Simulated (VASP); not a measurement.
A run of VASP 6.6.1 is set up as follows.

File INCAR:

```
SYSTEM = DyY2O
  PREC = Accurate
  ENCUT = 600
  EDIFF = 1E-6
  ISMEAR = 0
  SIGMA = 0.1
  LREAL = .False.
  LASPH = .True.
  NELM = 200
  ALGO = Normal
  ISIF = 2
  LWAVE = .False.
  LCHARG = .False.
  GGA = PE
  NBANDS = 26
  GGA_COMPAT = .False.
  LMAXMIX = 6
```

Contents of KPOINTS:

```
regular mesh
0
Gamma
  8 8 10
  0 0 0
```

Contents of POSCAR:

```
DyY2O
1.0
    5.7406805868     -2.3858904923     -0.0709910760
    5.7406805868      2.3858904923     -0.0709910760
   -1.0746402586      0.0000000000      3.4224173577
Y Dy O
2 1 1
Direct
    0.3470287156      0.3470287156      0.3472918916
    0.6529712844      0.6529712844      0.6527081084
    0.0000000000      0.0000000000      0.0000000000
    0.5000000000      0.5000000000      0.0000000000
```

Potentials or basis: VASP PAW PBE potentials, release 64 (Y_sv, Dy_3, O), 4f in core.

The run is started by

```console
$ cat potpaw_PBE.64/Y_sv/POTCAR potpaw_PBE.64/Dy_3/POTCAR potpaw_PBE.64/O/POTCAR > POTCAR
$ mpirun -np 1 vasp_std > vasp.out
```

**Question.** Estimate the band gap on the k mesh.

**Answer.** Zero (an odd number of electrons rules out a gap without spin polarisation).

**Question.** What does it give for the largest force?

**Answer.** 0.018 eV/Å.

**Question.** Estimate the pressure.

**Answer.** 0.1 GPa.

Stress tensor (GPa, compression positive):
```
 0.01  0.00 -0.04
 0.00  0.28  0.00
-0.04  0.00  0.06
```

Caveat: spin-orbit coupling is left out, which moves the levels of the heavy elements; the 4f electrons are frozen in the core, so they carry no moment and show no levels; an odd number of electrons without spin polarisation forces a metal; a magnetic or distorted state may lie lower; the run has no spin polarisation, though such a crystal can be magnetic. With open d or f shells a metallic result of PBE can be an artefact of self-interaction; +U or a hybrid may open a gap.
